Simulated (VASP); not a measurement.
# MgO (rocksalt type) (Fm-3m) in VASP: a series of runs

The runs below take MgO (rocksalt type) through relaxation of cell and atoms, with PBE.

Program: VASP 6.6.1. These are calculated values, not measurements. Logs are shortened: lines on timing, memory, paths and dates and some standing lists are left out, and cuts for length are marked.

## (1) The cell of the first run

It takes space group Fm-3m (No. 225, cubic). The conventional cell has a = 4.254 Å, b = 4.254 Å, c = 4.254 Å, α = 90.00°, β = 90.00°, γ = 90.00°. Within 2.8 Å of Mg (site symmetry m-3m) lie 6 O at 2.13 Å. O (site symmetry m-3m) has 6 Mg at 2.13 Å within 2.8 Å.

## (2) Relaxation of cell and atoms, PBE, target pressure -0.0091 GPa, at which the enthalpy is minimised

File INCAR:

```
SYSTEM = MgO
PREC = Accurate ; ENCUT = 600
EDIFF = 1E-7 ; ISMEAR = -1
SIGMA = 0.08 ; LREAL = .FALSE.
LASPH = .TRUE. ; NELM = 60
ALGO = Normal ; ISIF = 3
LWAVE = .FALSE. ; LCHARG = .FALSE.
GGA = PE ; IBRION = 2
NSW = 60 ; EDIFFG = -0.005
PSTRESS = -0.091
```

File KPOINTS:

```
Automatic mesh
0
G
  15 15 15
  0 0 0
```

File POSCAR:

```
MgO
1.0
    0.0000000000      2.1269431800      2.1269431800
    2.1269431800      0.0000000000      2.1269431800
    2.1269431800      2.1269431800      0.0000000000
Mg O
1 1
Direct
    0.0000000000      0.0000000000      0.0000000000
    0.5000000000      0.5000000000      0.5000000000
```

Potentials or basis: VASP PAW PBE potentials, release 64 (Mg, O).

Command:

```
cat potpaw_PBE.64/Mg/POTCAR potpaw_PBE.64/O/POTCAR > POTCAR
mpirun -np 1 vasp_std > vasp.out
```

OUTCAR:

```text
SYSTEM = MgO
   PREC = Accurate
   ENCUT = 600
   EDIFF = 1E-7
   ISMEAR = -1
   LREAL = .FALSE.
   LASPH = .TRUE.
   NELM = 60
   ISIF = 3
   GGA = PE
   IBRION = 2
   NSW = 60
   EDIFFG = -0.005
   PSTRESS = -0.091

 ion  position               nearest neighbor table
   1  0.000  0.000  0.000-   2 2.13   2 2.13   2 2.13   2 2.13   2 2.13   2 2.13
   2  0.500  0.500  0.500-   1 2.13   1 2.13   1 2.13   1 2.13   1 2.13   1 2.13

  LATTYP: Found a face centered cubic cell.
 ALAT       =     4.2538863600

  Lattice vectors:

 A1 = (   0.0000000000,   2.1269431800,   2.1269431800)
 A2 = (   2.1269431800,   0.0000000000,   2.1269431800)
 A3 = (   2.1269431800,   2.1269431800,   0.0000000000)

Analysis of symmetry for initial positions (statically):
=====================================================================
 Subroutine PRICEL returns:
 Original cell was already a primitive cell.

 Routine SETGRP: Setting up the symmetry group for a
 face centered cubic supercell.

 Subroutine GETGRP returns: Found 48 space group operations
 (whereof 48 operations were pure point group operations)
 out of a pool of 48 trial point group operations.

The static configuration has the point symmetry O_h .

Analysis of symmetry for dynamics (positions and initial velocities):
=====================================================================
 Subroutine PRICEL returns:
 Original cell was already a primitive cell.

 Routine SETGRP: Setting up the symmetry group for a
 face centered cubic supercell.

 Subroutine GETGRP returns: Found 48 space group operations
 (whereof 48 operations were pure point group operations)
 out of a pool of 48 trial point group operations.

The dynamic configuration has the point symmetry O_h .

 Subroutine INISYM returns: Found 48 space group operations
 (whereof 48 operations are pure point group operations),
 and found     1 'primitive' translations

----------------------------------------------------------------------------------------

                                     Primitive cell

  volume of cell :      19.2441

  direct lattice vectors                    reciprocal lattice vectors
     0.000000000  2.126943180  2.126943180    -0.235079152  0.235079152  0.235079152
     2.126943180  0.000000000  2.126943180     0.235079152 -0.235079152  0.235079152
     2.126943180  2.126943180  0.000000000     0.235079152  0.235079152 -0.235079152

  length of vectors
[... 94 lines left out ...]
   NUPDOWN=      -1.0000    fix difference up-down
   EMIN   =  10.00;   EMAX   =-10.00  energy-range for DOS
   EFERMI =   0.00;   METHOD = LEGACY
   ISMEAR =    -1;   SIGMA  =   0.08  broadening in eV -4-tet -1-fermi 0-gaus
   EFERMI_NEDOS =   21; number of points for ismear=-14 and -15
   IALGO  =     38    algorithm
   IMIX   =      4    mixing-type and parameters
     AMIX     =   0.40;   BMIX     =  1.00
     AMIX_MAG =   1.60;   BMIX_MAG =  1.00
  volume/ion in A,a.u.               =       9.62        64.93
  Fermi-wavevector in a.u.,A,eV,Ry     =   1.221815  2.308896 20.311225  1.492833
  Thomas-Fermi vector in A             =   2.356984
   LORBIT       =      0    0 simple, 1 ext, 2 COOP (PROOUT), +10 PAW based schemes
   GGA     = PE    functional components
   LHFCALC =     F    Hartree Fock is set to
   AEXX    =    0.0000 exact exchange contribution
   IVDW    =     0    specifies the selected vdW correction
   LEPSILON=     F    determine dielectric tensor
   LRPA    =     F    only Hartree local field effects (RPA)
 conjugate gradient relaxation of ions
 non-spin polarized calculation
  energy-cutoff  :      600.00
  volume of cell :       19.24
 maximum number of plane-waves:       656
   NGX = 13   NGY = 13   NGZ = 13

--------------------------------------- Ionic step        1  -------------------------------------------

 number of electron       8.0000004 magnetization

 Free energy of the ion-electron system (eV)
  ---------------------------------------------------
  ext. energy  EPLUGINS =         0.00000000
  ---------------------------------------------------
  free energy    TOTEN  =       -11.91485607 eV

  energy without entropy =      -11.91485607  energy(sigma->0) =      -11.91485607

------------------------ aborting loop because EDIFF is reached ----------------------------------------

  FORCE on cell =-STRESS in cart. coord.  units (eV):
  Direction    XX          YY          ZZ          XY          YZ          ZX
  --------------------------------------------------------------------------------------
  -------------------------------------------------------------------------------------
  Total       -0.1219390     -0.1219390     -0.1219390     -0.0000000      0.0000000      0.0000000
  in kB      -10.1520920    -10.1520920    -10.1520920     -0.0000000      0.0000000      0.0000000
  external PRESSURE =     -10.0610920 kB  Pullay stress =      -0.0910000 kB
[... 63 lines left out ...]
--------------------------------------- Ionic step        3  -------------------------------------------

 number of electron       8.0000005 magnetization

 Free energy of the ion-electron system (eV)
  ---------------------------------------------------
  ext. energy  EPLUGINS =         0.00000000
  ---------------------------------------------------
  free energy    TOTEN  =       -11.91524418 eV

  energy without entropy =      -11.91524418  energy(sigma->0) =      -11.91524418

 E-fermi :   4.6523     XC(G=0): -10.9688

 val. band max:        3.0126127892   @ k =   0.0000   0.0000   0.0000
 cond. band min:       7.5180160339   @ k =   0.0000   0.0000   0.0000
 fundamental gap:      4.5054032447
 Fermi energy:         4.6523190980

 k-point     1 :       0.0000    0.0000    0.0000
  band No.  band energies     occupation
      1     -14.1324      2.00000
      2       3.0126      2.00000
      3       3.0126      2.00000
      4       3.0126      2.00000
      5       7.5180      0.00000
      6      18.6834      0.00000
      7      18.6834      0.00000
      8      18.6834      0.00000
[... 243 lines left out ...]
 k-point    24 :       0.2000    0.1333    0.0000
  band No.  band energies     occupation
      1     -13.7521      2.00000
      2       1.3113      2.00000
      3       2.6322      2.00000
      4       2.6387      2.00000
      5       9.5094      0.00000
      6      15.6049      0.00000
      7      19.3900      0.00000
      8      19.4962      0.00000

 [... further k-points ...]

------------------------ aborting loop because EDIFF is reached ----------------------------------------

  FORCE on cell =-STRESS in cart. coord.  units (eV):
  Direction    XX          YY          ZZ          XY          YZ          ZX
  --------------------------------------------------------------------------------------
  -------------------------------------------------------------------------------------
  Total       -0.0019385     -0.0019385     -0.0019385      0.0000000      0.0000000      0.0000000
  in kB       -0.1624296     -0.1624296     -0.1624296      0.0000000      0.0000000      0.0000000
  external PRESSURE =      -0.0714296 kB  Pullay stress =      -0.0910000 kB
[... 21 lines left out ...]
  energy  without entropy=      -11.9152441846  energy(sigma->0) =      -11.91524418

  enthalpy is  TOTEN    =       -11.9163301966 eV   P V=       -0.0010860119

 reached required accuracy - stopping structural energy minimisation
```

OSZICAR:

```text
N       E                     dE             d eps       ncg     rms          rms(c)
DAV:   1     0.189682690550E+02    0.18968E+02   -0.51977E+03  2192   0.999E+02
DAV:   2    -0.129659333434E+02   -0.31934E+02   -0.30428E+02  2304   0.154E+02
DAV:   3    -0.134688301700E+02   -0.50290E+00   -0.50290E+00  2456   0.222E+01
DAV:   4    -0.134696131719E+02   -0.78300E-03   -0.78300E-03  2600   0.854E-01
[... 18 lines left out ...]
DAV:   1    -0.119155415333E+02   -0.34089E-03   -0.64045E-03  1936   0.820E-01    0.130E-01
DAV:   2    -0.119152491289E+02    0.29240E-03   -0.21424E-03  1920   0.341E-01    0.125E-02
DAV:   3    -0.119152456876E+02    0.34412E-05   -0.18416E-05  2160   0.530E-02    0.789E-03
DAV:   4    -0.119152442544E+02    0.14332E-05   -0.16263E-06  2008   0.140E-02    0.176E-03
DAV:   5    -0.119152441847E+02    0.69731E-07   -0.18581E-07  1064   0.339E-03
   3 F= -.11916330E+02 E0= -.11916330E+02  d E =-.381101E-03
```

Wall time 33 s (1 thread of Intel Xeon 8259CL, shared host); peak memory 0.16 GiB.

What came out:

```
Free energy                                                : -11.9152 eV
Relaxed volume                                             : 9.56 Å³/atom
Relaxed cell                                               : a = 3.002 Å, b = 3.002 Å, c = 3.002 Å, α = 60.00°, β = 60.00°, γ = 60.00°
Space group after relaxing (to 0.1 Å)                      : Fm-3m (No. 225)
Energy change on relaxing (the run minimises the enthalpy) : -0.2 meV/atom
Ionic steps                                                : 3
Pressure after relaxing                                    : 0.0 GPa
Band gap on the k mesh                                     : 4.51 eV
```

The path:
```tsv
step	energy change (eV)	largest force (eV/Å)	pressure (GPa)	volume (Å³)
1	0.0000	0.0000	-1.02	19.24
2	-0.0003	0.0000	0.34	19.08
3	-0.0004	0.0000	-0.02	19.12
```

Final structure:
```xyz
2
Lattice="0.0000 2.1224 2.1224 2.1224 0.0000 2.1224 2.1224 2.1224 0.0000" Properties=species:S:1:pos:R:3 pbc="T T T"
Mg    0.0000    0.0000    0.0000
O     2.1224    2.1224    2.1224
```

Caveat: the cell is relaxed towards a set pressure, so the run minimises the enthalpy, not the energy; an odd mesh through Γ misses points on the zone boundary, where band edges can lie.

## (3) Relaxation of cell and atoms, PBE, target pressure -0.0091 GPa, at which the enthalpy is minimised

File INCAR:

```
ALGO = Normal ; EDIFF = 1E-6
EDIFFG = -0.005 ; ENCUT = 600
GGA = PE ; IBRION = 2
ISIF = 3 ; ISMEAR = -1
LASPH = T ; LCHARG = F
LREAL = F ; LWAVE = F
NELM = 80 ; NSW = 32
PREC = Accurate ; PSTRESS = -0.091
SIGMA = 0.08
```

File KPOINTS:

```
k-points
0
Gamma
  15 15 15
```

POSCAR is that of step 2.

Potentials or basis: VASP PAW PBE potentials, release 64 (Mg, O).

Command:

```
cat potpaw_PBE.64/Mg/POTCAR potpaw_PBE.64/O/POTCAR > POTCAR
mpirun -np 1 vasp_std > vasp.out
```

Wall time 32 s (1 thread of Intel Xeon 8259CL, shared host); peak memory 0.16 GiB.

Results (log left out):

```yaml
Free_energy: -11.9152 eV
Relaxed_volume: 9.56 Å³/atom
Relaxed_cell: a = 3.002 Å, b = 3.002 Å, c = 3.002 Å, α = 60.00°, β = 60.00°, γ = 60.00°
Space_group_after_relaxing_to_0.1_Å: Fm-3m (No. 225)
Energy_change_on_relaxing_the_run_minimises_the_enthalpy: -0.2 meV/atom
Ionic_steps: 3
Pressure_after_relaxing: 0.0 GPa
Band_gap_on_the_k_mesh: 4.51 eV
```

The path:
```tsv
step	energy change (eV)	largest force (eV/Å)	pressure (GPa)	volume (Å³)
1	0.0000	0.0000	-1.01	19.24
2	-0.0003	0.0000	0.33	19.08
3	-0.0004	0.0000	-0.01	19.12
```

Final structure:
```cif
data_structure
_symmetry_space_group_name_H-M 'P 1'
_symmetry_Int_Tables_number 1
_cell_length_a 3.0015
_cell_length_b 3.0015
_cell_length_c 3.0015
_cell_angle_alpha 60.000
_cell_angle_beta 60.000
_cell_angle_gamma 60.000
_cell_volume 19.12
loop_
_atom_site_label
_atom_site_type_symbol
_atom_site_fract_x
_atom_site_fract_y
_atom_site_fract_z
_atom_site_occupancy
Mg1 Mg 0.00000 0.00000 0.00000 1
O1 O 0.50000 0.50000 0.50000 1
```

Levels at points of the mesh, in eV from the valence-band top:
| k point | band 1 | band 2 | band 3 | band 4 | band 5 | band 6 | band 7 | band 8 |
| --- | --- | --- | --- | --- | --- | --- | --- | --- |
| (0.00, 0.00, 0.00) | -17.14 | 0.00 | 0.00 | 0.00 | 4.51 | 15.67 | 15.67 | 15.67 |

Caveat: the cell is relaxed towards a set pressure, so the run minimises the enthalpy, not the energy; an odd mesh through Γ misses points on the zone boundary, where band edges can lie.

## (4) Relaxation of cell and atoms, PBE

This run uses another cell than the first one, of 10.00 Å³/atom.

File INCAR:

```
SYSTEM = MgO
PREC = Accurate ; ENCUT = 600
EDIFF = 1E-6 ; ISMEAR = -1
SIGMA = 0.08 ; LREAL = .FALSE.
LASPH = .TRUE. ; NELM = 60
ALGO = Normal ; ISIF = 3
LWAVE = .FALSE. ; LCHARG = .FALSE.
GGA = PE ; IBRION = 2
NSW = 60 ; EDIFFG = -0.005
```

File KPOINTS:

```
Automatic mesh
0
G
  16 16 16
  0 0 0
```

File POSCAR:

```
MgO
1.0
    0.0000000000      2.1544346900      2.1544346900
    2.1544346900      0.0000000000      2.1544346900
    2.1544346900      2.1544346900      0.0000000000
Mg O
1 1
Direct
    0.0000000000      0.0000000000      0.0000000000
    0.5000000000      0.5000000000      0.5000000000
```

Command:

```
cat potpaw_PBE.64/Mg/POTCAR potpaw_PBE.64/O/POTCAR > POTCAR
mpirun -np 1 vasp_std > vasp.out
```

It took 41 s on 1 thread of Intel Xeon 8259CL, shared host; peak memory 0.17 GiB.

Results (log left out):

| Item | Value |
| --- | --- |
| Free energy | -11.9171 eV |
| Relaxed volume | 9.56 Å³/atom |
| Relaxed cell | a = 3.001 Å, b = 3.001 Å, c = 3.001 Å, α = 60.00°, β = 60.00°, γ = 60.00° |
| Space group after relaxing (to 0.1 Å) | Fm-3m (No. 225) |
| Energy gained by relaxing | 9.0 meV/atom |
| Ionic steps | 3 |
| Pressure after relaxing | 0.0 GPa |
| Band gap on the k mesh | 4.51 eV |

Step by step:
```
step  energy change (eV)  largest force (eV/Å)  pressure (GPa)  volume (Å³)
   1              0.0000                0.0000           -6.30        20.00
   2             -0.0167                0.0000            1.89        18.88
   3             -0.0180                0.0000            0.00        19.11
```

Final structure:
```
CELL_PARAMETERS angstrom
0.00000 2.12213 2.12213
2.12213 0.00000 2.12213
2.12213 2.12213 0.00000
ATOMIC_POSITIONS crystal
Mg 0.00000 0.00000 0.00000
O 0.50000 0.50000 0.50000
```

Levels at points of the mesh, in eV from the valence-band top:
| k point | band 2 | band 3 | band 4 | band 5 | band 6 | band 7 |
| --- | --- | --- | --- | --- | --- | --- |
| (0.00, 0.00, 0.00) | 0.00 | 0.00 | 0.00 | 4.51 | 15.67 | 15.67 |
| (0.50, 0.00, 0.00) | -4.52 | -0.63 | -0.63 | 7.75 | 12.35 | 16.08 |
| (0.50, 0.50, 0.00) | -3.99 | -1.32 | -1.32 | 9.09 | 9.72 | 12.86 |
